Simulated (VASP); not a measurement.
# Al (Im-3m) in VASP: further runs

Al is run at these levels: HSE06; tasks: single point.

Program: VASP 6.6.1. These are calculated values, not measurements. Logs are shortened: lines on timing, memory, paths and dates and some standing lists are left out, and cuts for length are marked.

**1. The cell of the first run**

The structure is cubic, space group Im-3m (No. 229). Conventional cell: a = 3.139 Å, b = 3.139 Å, c = 3.139 Å, α = 90.00°, β = 90.00°, γ = 90.00°. Al (site symmetry m-3m) has 14 Al at 2.72 to 3.14 Å within 3.6 Å.

This isn't the form of Al at room conditions, which is fcc.

**2. Single point, HSE06**

File POSCAR:

```
Al
1.0
   -1.5697130985      1.5697130985      1.5697130985
    1.5697130985     -1.5697130985      1.5697130985
    1.5697130985      1.5697130985     -1.5697130985
Al
1
Direct
    0.0000000000      0.0000000000      0.0000000000
```

File INCAR.step1:

```
SYSTEM = Al
  PREC = Accurate
  ENCUT = 520
  EDIFF = 1E-5
  ISMEAR = -1
  SIGMA = 0.05
  LREAL = .FALSE.
  LASPH = .TRUE.
  NELM = 80
  ALGO = Normal
  ISIF = 2
  LWAVE = .TRUE.
  GGA = PE
  NBANDS = 8
```

File INCAR.step2:

```
SYSTEM = Al
  PREC = Accurate
  ENCUT = 520
  EDIFF = 1E-6
  ISMEAR = -1
  SIGMA = 0.05
  LREAL = .FALSE.
  LASPH = .TRUE.
  NELM = 80
  ALGO = Normal
  ISIF = 2
  LWAVE = .FALSE.
  LCHARG = .TRUE.
  GGA = PE
  LHFCALC = .TRUE.
  HFSCREEN = 0.2079
  PRECFOCK = Normal
  LELF = .TRUE.
  LVHAR = .TRUE.
  ISTART = 1
  NBANDS = 8
```

File KPOINTS:

```
regular mesh
0
G
  8 8 8
  0 0 0
```

Potentials or basis: VASP PAW PBE potentials, release 64 (Al).

Run with:

```
cat potpaw_PBE.64/Al/POTCAR > POTCAR
cp INCAR.step1 INCAR
mpirun -np 1 vasp_std > vasp.out
cp INCAR.step2 INCAR
mpirun -np 1 vasp_std > vasp.out
```

OUTCAR:

```text
SYSTEM = Al
   PREC = Accurate
   ENCUT = 520
   EDIFF = 1E-6
   ISMEAR = -1
   LREAL = .FALSE.
   LASPH = .TRUE.
   NELM = 80
   ISIF = 2
   GGA = PE
   LHFCALC = .TRUE.
   HFSCREEN = 0.2079
   PRECFOCK = Normal
   ISTART = 1

 ion  position               nearest neighbor table
   1  0.000  0.000  0.000-

  LATTYP: Found a body centered cubic cell.
 ALAT       =     3.1394261970

  Lattice vectors:

 A1 = (  -1.5697130985,   1.5697130985,   1.5697130985)
 A2 = (   1.5697130985,  -1.5697130985,   1.5697130985)
 A3 = (   1.5697130985,   1.5697130985,  -1.5697130985)

Analysis of symmetry for initial positions (statically):
=====================================================================
 Subroutine PRICEL returns:
 Original cell was already a primitive cell.

 Routine SETGRP: Setting up the symmetry group for a
 body centered cubic supercell.

 Subroutine GETGRP returns: Found 48 space group operations
 (whereof 48 operations were pure point group operations)
 out of a pool of 48 trial point group operations.

The static configuration has the point symmetry O_h .

Analysis of symmetry for dynamics (positions and initial velocities):
=====================================================================
 Subroutine PRICEL returns:
 Original cell was already a primitive cell.

 Routine SETGRP: Setting up the symmetry group for a
 body centered cubic supercell.

 Subroutine GETGRP returns: Found 48 space group operations
 (whereof 48 operations were pure point group operations)
 out of a pool of 48 trial point group operations.

The dynamic configuration has the point symmetry O_h .

 Subroutine INISYM returns: Found 48 space group operations
 (whereof 48 operations are pure point group operations),
 and found     1 'primitive' translations

----------------------------------------------------------------------------------------

                                     Primitive cell

  volume of cell :      15.4711

  direct lattice vectors                    reciprocal lattice vectors
    -1.569713099  1.569713099  1.569713099     0.000000000  0.318529546  0.318529546
     1.569713099 -1.569713099  1.569713099     0.318529546  0.000000000  0.318529546
     1.569713099  1.569713099 -1.569713099     0.318529546  0.318529546  0.000000000

  length of vectors
     2.718822840  2.718822840  2.718822840     0.450468803  0.450468803  0.450468803

  position of ions in fractional coordinates (direct lattice)
     0.000000000  0.000000000  0.000000000

  ion indices of the primitive-cell ions
   primitive index   ion index
                 1           1

----------------------------------------------------------------------------------------

 KPOINTS: regular mesh

Automatic generation of k-mesh.
 Grid dimensions read from file:
 generate k-points for:    8    8    8

 Generating k-lattice:

  Cartesian coordinates                     Fractional coordinates (reciprocal lattice)
     0.000000000  0.039816193  0.039816193     0.125000000  0.000000000  0.000000000
     0.039816193  0.000000000  0.039816193     0.000000000  0.125000000  0.000000000
     0.039816193  0.039816193  0.000000000     0.000000000  0.000000000  0.125000000

  Length of vectors
     0.056308600  0.056308600  0.056308600

  Shift w.r.t. Gamma in fractional coordinates (k-lattice)
     0.000000000  0.000000000  0.000000000

 Subroutine IBZKPT returns following result:
 ===========================================

 Found     29 irreducible k-points:

 Following reciprocal coordinates:
            Coordinates               Weight
  0.000000  0.000000  0.000000      1.000000
  0.125000  0.000000  0.000000     12.000000
  0.250000  0.000000  0.000000     12.000000
  0.375000  0.000000  0.000000     12.000000
  0.500000  0.000000  0.000000      6.000000
  0.125000  0.125000  0.000000     24.000000
[... 16 lines left out ...]
 -0.250000  0.250000  0.250000      6.000000
 -0.375000  0.375000  0.250000     24.000000
 [... further k-points ...]
   k-points           NKPTS =     29   k-points in BZ     NKDIM =    512   number of bands    NBANDS=      8
   number of dos      NEDOS =    301   number of ions     NIONS =      1
   total plane-waves  NPLWV =   8000
   dimension x,y,z NGX =    20 NGY =   20 NGZ =   20
   dimension x,y,z NGXF=    40 NGYF=   40 NGZF=   40
   ions per type =               1
   NGX,Y,Z   is equivalent  to a cutoff of  12.23, 12.23, 12.23 a.u.
   NGXF,Y,Z  is equivalent  to a cutoff of  24.46, 24.46, 24.46 a.u.
 SYSTEM =  Al
   PREC   = accura    normal or accurate (medium, high low for compatibility)
   ISTART =      1    job   : 0-new  1-cont  2-samecut
   ICHARG =      0    charge: 1-file 2-atom 10-const
   ISPIN  =      1    spin polarized calculation?
   LNONCOLLINEAR =      F non collinear calculations
   LSORBIT =      F    spin-orbit coupling
   LASPH  =      T    aspherical Exc in radial PAW
   ENCUT  =  520.0 eV  38.22 Ry    6.18 a.u.   5.06  5.06  5.06*2*pi/ulx,y,z
   NELM   =     80;   NELMIN=  2; NELMDL=  0     # of ELM steps
   EDIFF  = 0.1E-05   stopping-criterion for ELM
   LREAL  =      F    real-space projection
   EDIFFG = 0.1E-04   stopping-criterion for IOM
   NSW    =      0    number of steps for IOM
   IBRION =     -1    ionic relax: 0-MD 1-quasi-New 2-CG
   NFREE  =      0    steps in history (QN), initial steepest desc. (CG)
   ISIF   =      2    stress and relaxation
   ISYM   =      3    0-nonsym 1-usesym 2-fastsym
   POTIM  = 0.5000    time-step for ionic-motion
   TEBEG  =    0.0;   TEEND  =   0.0 temperature during run
   PSTRESS=    0.0 pullay stress
   NELECT =       3.0000    total number of electrons
   NUPDOWN=      -1.0000    fix difference up-down
   EMIN   =  10.00;   EMAX   =-10.00  energy-range for DOS
   EFERMI =   0.00;   METHOD = LEGACY
   ISMEAR =    -1;   SIGMA  =   0.05  broadening in eV -4-tet -1-fermi 0-gaus
   EFERMI_NEDOS =   21; number of points for ismear=-14 and -15
   IALGO  =     38    algorithm
   IMIX   =      1    mixing-type and parameters
     AMIX     =   0.40;   BMIX     =  1.00
     AMIX_MAG =   1.60;   BMIX_MAG =  1.00
  volume/ion in A,a.u.               =      15.47       104.40
  Fermi-wavevector in a.u.,A,eV,Ry     =   0.947563  1.790635 12.216351  0.897877
  Thomas-Fermi vector in A             =   2.075669
   LORBIT       =      0    0 simple, 1 ext, 2 COOP (PROOUT), +10 PAW based schemes
   GGA     = PE    functional components
   LHFCALC =     T    Hartree Fock is set to
   PRECFOCK=normal    Normal, Fast or Accurate (Low or Medium for compatibility)
   ENCUT4O =  -1.0   cutoff for four orbital integrals eV
   NKREDX  =     1    reduce k-point grid by
   NKREDY  =     1    reduce k-point grid by
   NKREDZ  =     1    reduce k-point grid by
   AEXX    =    0.2500 exact exchange contribution
   HFSCREEN=    0.2079 screening length (either q_TF or 0.3 A-1)
   HFSCREENC=   0.2079 screening length for correlation (either q_TF or 0.3 A-1)
   ENCUTFOCK=  -1.0 apply spherical cutoff to Coloumb kernel
   IVDW    =     0    specifies the selected vdW correction
   LEPSILON=     F    determine dielectric tensor
   LRPA    =     F    only Hartree local field effects (RPA)
 non-spin polarized calculation
  energy-cutoff  :      520.00
  volume of cell :       15.47
 maximum number of plane-waves:       429
  NGX = 16; NGY = 16; NGZ = 16

 number of electron       3.0000000 magnetization

 Free energy of the ion-electron system (eV)
  ---------------------------------------------------
  ext. energy  EPLUGINS =         0.00000000
  ---------------------------------------------------
  free energy    TOTEN  =        -3.92416582 eV

  energy without entropy =       -3.91503086  energy(sigma->0) =       -3.91959834

 E-fermi :   8.9034     XC(G=0):  -8.5969

 val. band max:        8.6300928011   @ k =   0.5000   0.5000   0.3750
 cond. band min:       8.9105407269   @ k =  -0.3750   0.3750   0.1250
 fundamental gap:      0.2804479258
 Fermi energy:         8.9034472949

 k-point     1 :       0.0000    0.0000    0.0000
  band No.  band energies     occupation
      1      -4.5067      2.00000
      2      23.5308      0.00000
      3      23.5308      0.00000
      4      23.5308      0.00000
      5      25.5669      0.00000
      6      25.5669      0.00000
      7      25.5669      0.00000
      8      26.6686      0.00000

 k-point     2 :       0.1250    0.0000    0.0000
  band No.  band energies     occupation
      1      -3.9825      2.00000
      2      19.3879      0.00000
      3      21.6457      0.00000
      4      21.9312      0.00000
      5      23.7123      0.00000
      6      24.7595      0.00000
      7      26.6879      0.00000
      8      27.1503      0.00000

 k-point     3 :       0.2500    0.0000    0.0000
  band No.  band energies     occupation
      1      -2.4145      2.00000
      2      13.7004      0.00000
      3      19.7709      0.00000
      4      19.8288      0.00000
      5      21.6863      0.00000
      6      23.2025      0.00000
      7      28.2687      0.00000
      8      28.4134      0.00000

 k-point     4 :       0.3750    0.0000    0.0000
  band No.  band energies     occupation
      1       0.1845      2.00000
      2       8.4285      1.99985
      3      18.4568      0.00000
      4      18.6261      0.00000
      5      20.4215      0.00000
      6      22.0900      0.00000
      7      30.0230      0.00000
      8      30.8370      0.00000

 k-point     5 :       0.5000    0.0000    0.0000
  band No.  band energies     occupation
      1       3.4460      2.00000
      2       4.2251      2.00000
      3      17.9889      0.00000
      4      18.2432      0.00000
      5      19.9956      0.00000
      6      21.6875      0.00000
      7      31.5092      0.00000
      8      33.1042      0.00000

 k-point     6 :       0.1250    0.1250    0.0000
  band No.  band energies     occupation
      1      -2.9364      2.00000
      2      16.5401      0.00000
      3      17.1378      0.00000
      4      20.2979      0.00000
      5      24.0161      0.00000
      6      24.4905      0.00000
      7      27.7214      0.00000
      8      27.9115      0.00000

 k-point     7 :       0.2500    0.1250    0.0000
  band No.  band energies     occupation
      1      -0.8524      2.00000
      2      11.3278      0.00000
      3      15.1055      0.00000
      4      18.7161      0.00000
      5      22.7236      0.00000
      6      25.2259      0.00000
      7      27.3365      0.00000
      8      31.3123      0.00000
[... 133 lines left out ...]
 k-point    20 :      -0.3750    0.5000    0.1250
  band No.  band energies     occupation
      1       3.2641      2.00000
      2       7.4070      2.00000
      3      11.4123      0.00000
      4      19.1267      0.00000
      5      21.8880      0.00000
      6      23.0615      0.00000
      7      25.9750      0.00000
      8      30.4738      0.00000

 k-point    21 :      -0.3750   -0.3750    0.1250
  band No.  band energies     occupation
      1       6.4467      2.00000
      2       6.4467      2.00000
      3       7.8870      2.00000
      4      21.4199      0.00000
      5      21.7511      0.00000
      6      21.7511      0.00000
      7      23.9032      0.00000
      8      34.8895      0.00000

 k-point    22 :       0.2500    0.2500    0.2500
  band No.  band energies     occupation
      1       7.4446      2.00000
      2       7.4446      2.00000
      3       7.4446      2.00000
      4       9.6789      0.00000
      5      32.8406      0.00000
      6      32.8406      0.00000
      7      34.2404      0.00000
      8      34.2404      0.00000

 k-point    23 :      -0.2500    0.2500    0.2500
  band No.  band energies     occupation
      1      -0.3377      2.00000
      2      14.5703      0.00000
      3      14.5703      0.00000
      4      15.9742      0.00000
      5      18.1733      0.00000
      6      27.2854      0.00000
      7      28.6831      0.00000
      8      29.7920      0.00000

 k-point    24 :      -0.3750    0.3750    0.2500
  band No.  band energies     occupation
      1       2.2426      2.00000
      2      10.2984      0.00000
      3      13.2292      0.00000
      4      15.4598      0.00000
      5      18.5574      0.00000
      6      24.9725      0.00000
      7      27.0945      0.00000
      8      30.3885      0.00000

 [... further k-points ...]

------------------------ aborting loop because EDIFF is reached ----------------------------------------

  FORCE on cell =-STRESS in cart. coord.  units (eV):
  Direction    XX          YY          ZZ          XY          YZ          ZX
  --------------------------------------------------------------------------------------
  -------------------------------------------------------------------------------------
  Total        0.6295111      0.6295111      0.6295111      0.0000000     -0.0000000     -0.0000000
  in kB       65.1918201     65.1918201     65.1918201      0.0000000     -0.0000000     -0.0000000
  external PRESSURE =      65.1918201 kB  Pullay stress =       0.0000000 kB

 VOLUME and BASIS-vectors are now :
 -----------------------------------------------------------------------------
  energy-cutoff  :      520.00
  volume of cell :       15.47
      direct lattice vectors                 reciprocal lattice vectors
    -1.569713099  1.569713099  1.569713099     0.000000000  0.318529546  0.318529546
     1.569713099 -1.569713099  1.569713099     0.318529546  0.000000000  0.318529546
     1.569713099  1.569713099 -1.569713099     0.318529546  0.318529546  0.000000000

 POSITION                                       TOTAL-FORCE (eV/Angst)
 -----------------------------------------------------------------------------------
      0.00000      0.00000      0.00000         0.000000      0.000000      0.000000
 -----------------------------------------------------------------------------------
    total drift:                                0.000000      0.000003      0.000006

  FREE ENERGIE OF THE ION-ELECTRON SYSTEM (eV)
  ---------------------------------------------------
  free  energy   TOTEN  =        -3.9241658171 eV

  energy  without entropy=       -3.9150308588  energy(sigma->0) =       -3.91959834
```

It took 6.5 min on 1 thread of Intel Xeon 8259CL, shared host; peak memory 0.23 GiB.

What came out:

```yaml
Free_energy: -3.9242 eV
Pressure: 6.5 GPa
Band_gap_on_the_k_mesh: zero (an odd number of electrons rules out a gap without spin polarisation)
```

Caveat: the cell stands under pressure; the PAW data sets were made with another functional, which shifts forces and pressure a little.

**3. Single point, HSE06**

This run uses another cell than the first one, of 15.79 Å³/atom.

File POSCAR:

```
Al
1.0
   -1.5805390481      1.5805390481      1.5805390481
    1.5805390481     -1.5805390481      1.5805390481
    1.5805390481      1.5805390481     -1.5805390481
Al
1
Direct
    0.0000000000      0.0000000000      0.0000000000
```

File INCAR.step1:

```
SYSTEM = Al
PREC     = Accurate       ! precision mode
ENCUT    = 520            ! plane-wave cutoff, eV
EDIFF    = 1E-5           ! SCF threshold, eV
ISMEAR   = -1             ! smearing method
SIGMA    = 0.05           ! smearing width, eV
LREAL    = .FALSE.        ! projectors in reciprocal space
LASPH    = .TRUE.         ! aspherical terms in the spheres
NELM     = 60             ! most SCF steps
ALGO     = Normal         ! electronic algorithm
ISIF     = 2              ! what is computed and relaxed
LWAVE    = .TRUE.         ! write WAVECAR
LCHARG   = .FALSE.        ! write CHGCAR
NBANDS   = 8              ! bands
GGA      = PE             ! functional
```

File INCAR.step2:

```
SYSTEM = Al
PREC     = Accurate       ! precision mode
ENCUT    = 520            ! plane-wave cutoff, eV
EDIFF    = 1E-7           ! SCF threshold, eV
ISMEAR   = -1             ! smearing method
SIGMA    = 0.05           ! smearing width, eV
LREAL    = .FALSE.        ! projectors in reciprocal space
LASPH    = .TRUE.         ! aspherical terms in the spheres
NELM     = 60             ! most SCF steps
ALGO     = Normal         ! electronic algorithm
ISIF     = 2              ! what is computed and relaxed
LWAVE    = .FALSE.        ! write WAVECAR
LCHARG   = .FALSE.        ! write CHGCAR
GGA      = PE             ! functional
LHFCALC  = .TRUE.         ! exact exchange
HFSCREEN = 0.2079         ! screening, 1/A
PRECFOCK = Normal       
NBANDS   = 8              ! bands
ISTART   = 1
```

File KPOINTS:

```
Automatic mesh
0
G
  8 8 8
  0 0 0
```

Potentials or basis: VASP PAW PBE potentials, release 64 (Al).

Run with:

```
cat potpaw_PBE.64/Al/POTCAR > POTCAR
cp INCAR.step1 INCAR
mpirun -np 1 vasp_std > vasp.out
cp INCAR.step2 INCAR
mpirun -np 1 vasp_std > vasp.out
```

It took 6.7 min on 1 thread of Intel Xeon 8259CL, shared host; peak memory 0.23 GiB.

The run converged. Its results:

- Free energy: -3.9356 eV
- Pressure: 4.9 GPa
- Band gap on the k mesh: zero (an odd number of electrons rules out a gap without spin polarisation)

Levels at points of the mesh, in eV from the Fermi level:
| k point | band 1 | band 2 | band 3 | band 4 | band 5 |
| --- | --- | --- | --- | --- | --- |
| (0.00, 0.00, 0.00) | -13.24 | 14.49 | 14.49 | 14.49 | 16.34 |
| (0.50, 0.00, 0.00) | -5.36 | -4.65 | 9.03 | 9.17 | 10.94 |
| (0.50, 0.50, 0.50) | 3.42 | 3.42 | 3.42 | 4.37 | 4.37 |

Caveat: the cell stands under pressure; the PAW data sets were made with another functional, which shifts forces and pressure a little.

(Continued in part 2 of 2.)
